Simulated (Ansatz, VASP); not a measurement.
**SrTa3 in VASP and in Ansatz**

```
Sr Ta
1.0
     4.32228    0.00000    0.00000
     0.00000    4.32228    0.00000
     0.00000    0.00000    4.32228
Sr Ta
1 3
Direct
  0.00000 0.00000 0.00000
  0.00000 0.50000 0.50000
  0.50000 0.00000 0.50000
  0.50000 0.50000 0.00000
```

Alike in both runs: task single point; functional PBE; k mesh 4 × 4 × 4; occupations gaussian, width 0.1 eV; no spin polarisation.

```csv
,VASP,Ansatz
version,VASP 6.6.1,Ansatz 0.2.0
potentials or method,"VASP PAW PBE potentials, release 64 (Sr_sv, Ta_pv), cutoff 520 eV","scalar-relativistic, plane waves, PAW"
valence electrons in the cell,43,49
```

Ansatz gave:

- gap on the k mesh at the Fermi level (eV): none
- pressure (GPa): 9.6

Q: What did VASP give for the same quantities?

A: gap on the k mesh at the Fermi level (eV): none; pressure (GPa): 10.0.

A gap of «none» marks a metal or a gap that the smearing closes. With one functional, cell and mesh, what is left measures potentials, basis and numerics. VASP's potentials hold 43 valence electrons a cell and Ansatz's 49, so a difference there can come from the potentials and not from the codes.

The k mesh is coarse, so the values compare programs but aren't converged. Neither program's run includes spin-orbit coupling.
